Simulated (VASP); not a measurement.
Write the native input for VASP 6.6.1 that does the following.

```yaml
Task: electric field gradients
Functional: PBEsol
Potentials_or_basis: VASP PAW PBE potentials, release 64 (Zr_sv, H)
Cutoff: 520 eV
k_mesh: 9 × 9 × 6
Occupations: fermi-dirac, width 0.02 eV
Spin: no spin polarisation
Dipole_correction: no
Further_INCAR_settings: ALGO = Normal; EDIFF = 1e-08; NBANDS = 21
```

The structure of ZrH lies in POSCAR:

```
ZrH
1.0
    3.2854649040      0.0000000000      0.0000000000
    0.0000000000      3.2854649040      0.0000000000
    0.0000000000      0.0000000000      5.0131127301
Zr H
2 2
Direct
    0.0000000000      0.5000000000      0.0000000000
    0.5000000000      0.0000000000      0.5000000000
    0.0000000000      0.0000000000      0.7500000000
    0.0000000000      0.0000000000      0.2500000000
```

One way to write it, as run:

INCAR

```
PREC     = Accurate       # precision mode
ENCUT    = 520            # plane-wave cutoff, eV
EDIFF    = 1E-8           # SCF threshold, eV
ISMEAR   = -1             # smearing method
SIGMA    = 0.02           # smearing width, eV
LREAL    = F              # projectors in reciprocal space
LASPH    = T              # aspherical terms in the spheres
NELM     = 80             # most SCF steps
ALGO     = Normal         # electronic algorithm
ISIF     = 2              # what is computed and relaxed
LWAVE    = F              # write WAVECAR
LCHARG   = F              # write CHGCAR
GGA      = PS             # functional
LEFG     = T            
NBANDS   = 21             # bands
```

KPOINTS

```
Automatic mesh
0
Gamma
  9 9 6
```

Potentials or basis: VASP PAW PBE potentials, release 64 (Zr_sv, H).

Launch:

```console
$ cat potpaw_PBE.64/Zr_sv/POTCAR potpaw_PBE.64/H/POTCAR > POTCAR
$ mpirun -np 1 vasp_std > vasp.out
```

Results of the run:

- Pressure: -6.7 GPa
- Band gap on the k mesh: zero (bands 13 and 14 overlap by 0.99 eV)
- Largest electric field gradient by atom: Zr +69.4; H +0.8 V/Å²

Caveat: the cell stands under tension; without QUAD_EFG the Cq values of the log hold for a quadrupole moment of 1 mb, not for the nuclei; the PAW data sets were made with another functional, which shifts forces and pressure a little.

Wall time 35 s on 1 thread of AMD EPYC 9R14 (Zen 4), with other jobs on the host, peak memory 0.17 GiB.
